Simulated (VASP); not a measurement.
# Sn (Im-3m) in VASP: a series of runs, part 2 of 2

VASP 6.6.1.

## (3) Single point, PBEsol

Contents of INCAR:

```
  PREC = Accurate
  ENCUT = 500
  EDIFF = 1E-6
  ISMEAR = 0
  SIGMA = 0.1
  LREAL = False
  LASPH = True
  NELM = 120
  ALGO = Normal
  ISIF = 2
  LWAVE = False
  LCHARG = False
  GGA = PS
  NBANDS = 13
  GGA_COMPAT = False
```

Contents of KPOINTS:

```
Automatic mesh
0
Gamma
  20 20 20
```

Contents of POSCAR:

```
Sn
1.0
   -1.4948950928      1.4948950928      1.4948950928
    1.4948950928     -1.4948950928      1.4948950928
    1.4948950928      1.4948950928     -1.4948950928
Sn
1
Direct
    0.0000000000      0.0000000000      0.0000000000
```

Potentials or basis: VASP PAW PBE potentials, release 64 (Sn_d).

The run is started by

```console
$ cat potpaw_PBE.64/Sn_d/POTCAR > POTCAR
$ mpirun -np 1 vasp_std > vasp.out
```

OUTCAR:

```text
PREC = Accurate
   ENCUT = 500
   EDIFF = 1E-6
   ISMEAR = 0
   LREAL = False
   LASPH = True
   NELM = 120
   ISIF = 2
   GGA = PS

 ion  position               nearest neighbor table
   1  0.000  0.000  0.000-

  LATTYP: Found a body centered cubic cell.
 ALAT       =     2.9897901856

  Lattice vectors:

 A1 = (  -1.4948950928,   1.4948950928,   1.4948950928)
 A2 = (   1.4948950928,  -1.4948950928,   1.4948950928)
 A3 = (   1.4948950928,   1.4948950928,  -1.4948950928)

Analysis of symmetry for initial positions (statically):
=====================================================================
 Subroutine PRICEL returns:
 Original cell was already a primitive cell.

 Routine SETGRP: Setting up the symmetry group for a
 body centered cubic supercell.

 Subroutine GETGRP returns: Found 48 space group operations
 (whereof 48 operations were pure point group operations)
 out of a pool of 48 trial point group operations.

The static configuration has the point symmetry O_h .

Analysis of symmetry for dynamics (positions and initial velocities):
=====================================================================
 Subroutine PRICEL returns:
 Original cell was already a primitive cell.

 Routine SETGRP: Setting up the symmetry group for a
 body centered cubic supercell.

 Subroutine GETGRP returns: Found 48 space group operations
 (whereof 48 operations were pure point group operations)
 out of a pool of 48 trial point group operations.

The dynamic configuration has the point symmetry O_h .

 Subroutine INISYM returns: Found 48 space group operations
 (whereof 48 operations are pure point group operations),
 and found     1 'primitive' translations

----------------------------------------------------------------------------------------

[... 109 lines left out ...]
     AMIX     =   0.40;   BMIX     =  1.00
     AMIX_MAG =   1.60;   BMIX_MAG =  1.00
  volume/ion in A,a.u.               =      13.36        90.18
  Fermi-wavevector in a.u.,A,eV,Ry     =   1.662724  3.142092 37.615356  2.764651
  Thomas-Fermi vector in A             =   2.749565
   LORBIT       =      0    0 simple, 1 ext, 2 COOP (PROOUT), +10 PAW based schemes
   GGA     = PS    functional components
   LHFCALC =     F    Hartree Fock is set to
   AEXX    =    0.0000 exact exchange contribution
   IVDW    =     0    specifies the selected vdW correction
   LEPSILON=     F    determine dielectric tensor
   LRPA    =     F    only Hartree local field effects (RPA)
 non-spin polarized calculation
 Gauss-broadening in eV      SIGMA  =   0.10
  energy-cutoff  :      500.00
  volume of cell :       13.36
 maximum number of plane-waves:       370
   NGX =  9   NGY =  9   NGZ =  9

 number of electron      13.9999994 magnetization

 Free energy of the ion-electron system (eV)
  ---------------------------------------------------
  ext. energy  EPLUGINS =         0.00000000
  ---------------------------------------------------
  free energy    TOTEN  =        -0.26225092 eV

  energy without entropy =       -0.26041155  energy(sigma->0) =       -0.26133123

 E-fermi :  20.4278     XC(G=0): -14.3259

 val. band max:       20.3985357835   @ k =  -0.3500   0.4000   0.3000
 cond. band min:      20.4517277454   @ k =   0.3500   0.2000   0.0000
 fundamental gap:      0.0531919619
 Fermi energy:        20.4278405252

 k-point     1 :       0.0000    0.0000    0.0000
  band No.  band energies     occupation
      1      -2.9116      2.00000
      2      -2.9116      2.00000
      3      -2.9116      2.00000
      4      -1.9735      2.00000
      5      -1.9735      2.00000
      6       1.6986      2.00000
      7      32.6068      0.00000
      8      32.6068      0.00000
      9      32.6068      0.00000
     10      37.5563      0.00000
     11      37.5563      0.00000
     12      37.5563      0.00000
     13      39.3974      0.00000
[... 354 lines left out ...]
  band No.  band energies     occupation
      1      -3.1602      2.00000
      2      -2.9731      2.00000
      3      -2.1297      2.00000
      4      -2.0227      2.00000
      5      -1.9160      2.00000
      6       5.6559      2.00000
      7      21.2614      0.00000
      8      26.0562      0.00000
      9      28.7119      0.00000
     10      33.1324      0.00000
     11      36.4828      0.00000
     12      37.3695      0.00000
     13      42.3622      0.00000

 [... further k-points ...]
[... 5 lines left out ...]
  --------------------------------------------------------------------------------------
  -------------------------------------------------------------------------------------
  Total       15.8939987     15.8939987     15.8939987      0.0000000      0.0000000      0.0000000
  in kB     1905.6871911   1905.6871911   1905.6871911      0.0000000      0.0000000      0.0000000
  external PRESSURE =    1905.6871911 kB  Pullay stress =       0.0000000 kB

 VOLUME and BASIS-vectors are now :
 -----------------------------------------------------------------------------
  energy-cutoff  :      500.00
  volume of cell :       13.36
      direct lattice vectors                 reciprocal lattice vectors
    -1.494895093  1.494895093  1.494895093     0.000000000  0.334471631  0.334471631
     1.494895093 -1.494895093  1.494895093     0.334471631  0.000000000  0.334471631
     1.494895093  1.494895093 -1.494895093     0.334471631  0.334471631  0.000000000

 POSITION                                       TOTAL-FORCE (eV/Angst)
 -----------------------------------------------------------------------------------
      0.00000      0.00000      0.00000        -0.000000     -0.000000     -0.000000
 -----------------------------------------------------------------------------------
    total drift:                                0.000000     -0.000000      0.000000

  FREE ENERGIE OF THE ION-ELECTRON SYSTEM (eV)
  ---------------------------------------------------
  free  energy   TOTEN  =        -0.2622509155 eV

  energy  without entropy=       -0.2604115467  energy(sigma->0) =       -0.26133123
```

stdout:

```text
POSCAR found type information on POSCAR Sn
 POSCAR found :  1 types and       1 ions
 scaLAPACK will be used
 -----------------------------------------------------------------------------
|                                                                             |
|                                                                             |
|     You enforced a specific xc type in the INCAR file but a different       |
|     I HOPE YOU KNOW WHAT YOU ARE DOING!                                     |
|                                                                             |
 -----------------------------------------------------------------------------

 LDA part: xc-table for (Slater+PW92), standard interpolation
 POSCAR, INCAR and KPOINTS ok, starting setup
 FFT: planning ... GRIDC
 FFT: planning ... GRID_SOFT
 FFT: planning ... GRID
 WAVECAR not read
 entering main loop
```

Run time: 14 s. Hardware: 1 thread of Intel Xeon 6975P-C (Granite Rapids), shared host; peak memory 0.16 GiB.

Results:

| Item | Value |
| --- | --- |
| Free energy | -0.2623 eV |
| Pressure | 190.6 GPa |
| Band gap on the k mesh | zero (band 7 reaches 32.61 eV, above the bottom of band 8 at 15.40 eV) |

Caveat: the PAW data sets were made with another functional, which shifts forces and pressure a little; spin-orbit coupling is left out, which moves the levels of the heavy elements.

## (4) Relaxation of cell and atoms, PBEsol, target pressure 190 GPa, at which the enthalpy is minimised

Contents of INCAR:

```
SYSTEM = Sn
ALGO     = Normal         ! electronic algorithm
EDIFF    = 1E-7           ! SCF threshold, eV
EDIFFG   = -0.002         ! ionic threshold
ENCUT    = 500            ! plane-wave cutoff, eV
GGA      = PS             ! functional
GGA_COMPAT= .False.      
IBRION   = 2              ! ionic algorithm
ISIF     = 3              ! what is computed and relaxed
ISMEAR   = 0              ! smearing method
LASPH    = .True.         ! aspherical terms in the spheres
LCHARG   = .False.        ! write CHGCAR
LREAL    = .False.        ! projectors in reciprocal space
LWAVE    = .False.        ! write WAVECAR
NELM     = 120            ! most SCF steps
NELMIN   = 4            
NSW      = 100            ! ionic steps
PREC     = Accurate       ! precision mode
PSTRESS  = 1900.0       
SIGMA    = 0.1            ! smearing width, eV
```

Contents of KPOINTS:

```
k-points
0
Gamma
  20 20 20
  0 0 0
```

POSCAR is that of step 3.

The run is started by

```console
$ cat potpaw_PBE.64/Sn_d/POTCAR > POTCAR
$ mpirun -np 1 vasp_std > vasp.out
```

Wall time 29 s (1 thread of Intel Xeon 6975P-C (Granite Rapids), shared host); peak memory 0.16 GiB.

It converged, with:

```
Free energy                                            : -0.2758 eV
Relaxed volume                                         : 13.37 Å³/atom
Relaxed cell                                           : a = 2.590 Å, b = 2.590 Å, c = 2.590 Å, α = 109.47°, β = 109.47°, γ = 109.47°
Space group after relaxing (to 0.05 Å)                 : Im-3m (No. 229)
Energy change on relaxing (the enthalpy is what falls) : -13.6 meV/atom
Ionic steps                                            : 3
Pressure after relaxing                                : 190.0 GPa
Band gap on the k mesh                                 : zero (band 7 reaches 32.59 eV, above the bottom of band 8 at 15.38 eV)
```

The path:
| step | energy change (eV) | largest force (eV/Å) | pressure (GPa) | volume (Å³) |
| --- | --- | --- | --- | --- |
| 1 | 0.0000 | 0.0000 | 190.64 | 13.36 |
| 2 | -0.1214 | 0.0000 | 184.96 | 13.47 |
| 3 | -0.0136 | 0.0000 | 190.01 | 13.37 |

Final structure:
```
Sn
1.0
    -1.49532    1.49532    1.49532
     1.49532   -1.49532    1.49532
     1.49532    1.49532   -1.49532
Sn
1
Direct
  0.00000 0.00000 0.00000
```

Levels at points of the mesh, in eV from the Fermi level:
```
           k point  band 4  band 5  band 6  band 7  band 8  band 9  band 10  band 11
(0.00, 0.00, 0.00)  -22.40  -22.40  -18.72   12.18   12.18   12.18    17.11    17.11
(0.50, 0.00, 0.00)  -22.38  -21.79   -9.57   -7.48    6.40    6.48    11.80    13.79
(0.50, 0.50, 0.50)  -21.94  -21.94   -1.91   -1.91   -1.91    3.62     4.03     4.03
```

Caveat: the cell is relaxed towards a set pressure, so the enthalpy falls and the energy may rise; the PAW data sets were made with another functional, which shifts forces and pressure a little; spin-orbit coupling is left out, which moves the levels of the heavy elements.

## (5) Overview

```tsv
task	cell	k mesh	gap on the mesh (eV)	pressure (GPa)
single point	as given	16 × 16 × 16	none	190.5
single point	as given	20 × 20 × 20	none	190.6
relaxation of cell and atoms	relaxed to 190 GPa	20 × 20 × 20	none	190.0
```

Alike in all rows: level PBEsol; potentials or basis VASP PAW PBE potentials, release 64 (Sn_d); no spin polarisation; cutoff (eV) 500; smearing gaussian 0.1 eV.

Caveats: the PAW data sets were made with another functional, which shifts forces and pressure a little; spin-orbit coupling is left out, which moves the levels of the heavy elements; the cell is relaxed towards a set pressure, so the enthalpy falls and the energy may rise (some runs).

Total energies depend on the potentials used, so only differences within one code and one set of settings carry meaning.
